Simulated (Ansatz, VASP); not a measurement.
# One calculation of BaTiO3, two programs

```
Ba Ti O
1.0
     3.99980    0.00000    0.00000
     0.00000    3.99980    0.00000
     0.00000    0.00000    4.01800
Ba Ti O
1 1 3
Direct
  0.00000 0.00000 0.00000
  0.50000 0.50000 0.50000
  0.50000 0.50000 0.00000
  0.50000 0.00000 0.50000
  0.00000 0.50000 0.50000
```

Alike in both runs: task relaxation of cell and atoms; functional PBE; k mesh 8 × 8 × 8; occupations gaussian, width 0.02 eV; no spin polarisation.

|  | VASP | Ansatz |
| --- | --- | --- |
| version | VASP 6.6.1 | Ansatz 0.2.0 |
| potentials or method | VASP PAW PBE potentials, release 64 (Ba_sv, Ti_sv, O), cutoff 600 eV | scalar-relativistic, plane waves, PAW |
| valence electrons in the cell | 40 | 40 |

```csv
,VASP,Ansatz,Ansatz less VASP
"gap on the k mesh at the Fermi level, each at its own relaxed structure (eV)",1.70,1.78,+0.082
relaxed volume (Å³/atom),13.10,12.99,-0.118
relaxed cell length with the largest relative difference (Å),4.031,4.019,-0.0122
```

Neither program's run includes spin-orbit coupling.
